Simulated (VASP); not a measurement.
Wanted: the native input for a VASP 6.6.1 run.

```
Task                   : single point
Functional             : LDA
Potentials or basis    : VASP PAW LDA potentials, release 64 (Pt)
Cutoff                 : 520 eV
k mesh                 : 21 × 21 × 10
Occupations            : gaussian, width 0.15 eV
Spin                   : no spin polarisation
Dipole correction      : no
Further INCAR settings : ALGO = Fast; EDIFF = 1e-07; NBANDS = 17
```

The structure of Pt lies in POSCAR:

```
Pt
1.0
    2.8250521638      0.0000000000      0.0000000000
   -1.4125260819      2.4465669409      0.0000000000
    0.0000000000      0.0000000000      4.8781199007
Pt
2
Direct
    0.6666666667      0.3333333333      0.7500000000
    0.3333333333      0.6666666667      0.2500000000
```

The input as run:

INCAR

```
PREC = Accurate ; ENCUT = 520
EDIFF = 1E-7 ; ISMEAR = 0
SIGMA = 0.15 ; LREAL = False
LASPH = True ; NELM = 60
ALGO = Fast ; ISIF = 2
LWAVE = False ; LCHARG = True
LELF = True ; LVHAR = True
NBANDS = 17
```

KPOINTS

```
Automatic mesh
0
Gamma
  21 21 10
```

Potentials or basis: VASP PAW LDA potentials, release 64 (Pt).

The run is started by

```bash
$ cat potpaw_LDA.64/Pt/POTCAR > POTCAR
$ mpirun -np 1 vasp_std > vasp.out
```

It gave:

```yaml
Pressure: -26.6 GPa
Band_gap_on_the_k_mesh: zero (band 10 reaches 9.46 eV, above the bottom of band 11 at 8.36 eV)
```

Caveat: spin-orbit coupling is left out, which moves the levels of the heavy elements.

It took 110 s on 1 thread of Intel(R) Xeon(R) Platinum 8375C CPU @ 2.90GHz (Ice Lake) (shared host), peak memory 0.25 GiB.
